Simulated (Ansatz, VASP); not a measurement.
**C: VASP beside Ansatz**

Contents of INCAR:

```
PREC     = Accurate       # precision mode
ENCUT    = 520            # plane-wave cutoff, eV
EDIFF    = 1E-8           # SCF threshold, eV
ISMEAR   = -1             # smearing method
SIGMA    = 0.08           # smearing width, eV
LREAL    = False          # projectors in reciprocal space
LASPH    = True           # aspherical terms in the spheres
NELM     = 60             # most SCF steps
ALGO     = Normal         # electronic algorithm
ISIF     = 2              # what is computed and relaxed
LWAVE    = False          # write WAVECAR
LCHARG   = False          # write CHGCAR
GGA      = CA             # functional
LEFG     = True         
NBANDS   = 11             # bands
```

The input KPOINTS:

```
Automatic mesh
0
Gamma
  20 20 20
```

POSCAR

```
C
1.0
    0.0000000000      1.8183775075      1.8183775075
    1.8183775075      0.0000000000      1.8183775075
    1.8183775075      1.8183775075      0.0000000000
C
2
Direct
    0.5000000000      0.5000000000      0.5000000000
    0.7500000000      0.7500000000      0.7500000000
```

Input for Ansatz:

```yaml
crystal:
  lattice:
    - [0.0, 1.8183775075, 1.8183775075]
    - [1.8183775075, 0.0, 1.8183775075]
    - [1.8183775075, 1.8183775075, 0.0]
  atoms:
    - { symbol: C, position: [0.5, 0.5, 0.5] }
    - { symbol: C, position: [0.75, 0.75, 0.75] }
kpoints:
  mp_grid: { grid: [20, 20, 20] }
scf:
  occupations: { method: fermi_dirac, width: 0.08 }
hamiltonian:
  xc: lda
  pseudopotentials: { kind: all_electron, datasets: crystal }
output:
  forces: true
  stress: true
  eigenvalues: true
  efg: { contact_densities: true }
```

Change from the starting cell: volume scaled by 1.06, crystal datasets.

Alike in both runs: task electric field gradients; functional LDA; k mesh 20 × 20 × 20; occupations fermi-dirac, width 0.08 eV; no spin polarisation.

```csv
,VASP,Ansatz
version,VASP 6.6.1,Ansatz 0.2.0
potentials or method,"VASP PAW LDA potentials, release 64 (C), cutoff 520 eV","all-electron PAW with datasets made for the crystal, scalar-relativistic"
```

Ansatz gave:

```
gap on the k mesh at the Fermi level (eV) : 3.97
pressure (GPa)                            : -34.9
```

**Question.** What did VASP give for the same quantities?

**Answer.** gap on the k mesh at the Fermi level (eV): 3.96; pressure (GPa): -33.8.

LDA's correlation is that of Perdew and Zunger in VASP and of Perdew and Wang (1992) in Ansatz. Both programs put the cell under strong tension, so it lies far from rest at this level. Ansatz ran all-electron here, and VASP with PAW potentials.

Noted on VASP's run: the cell as given lies far from equilibrium.
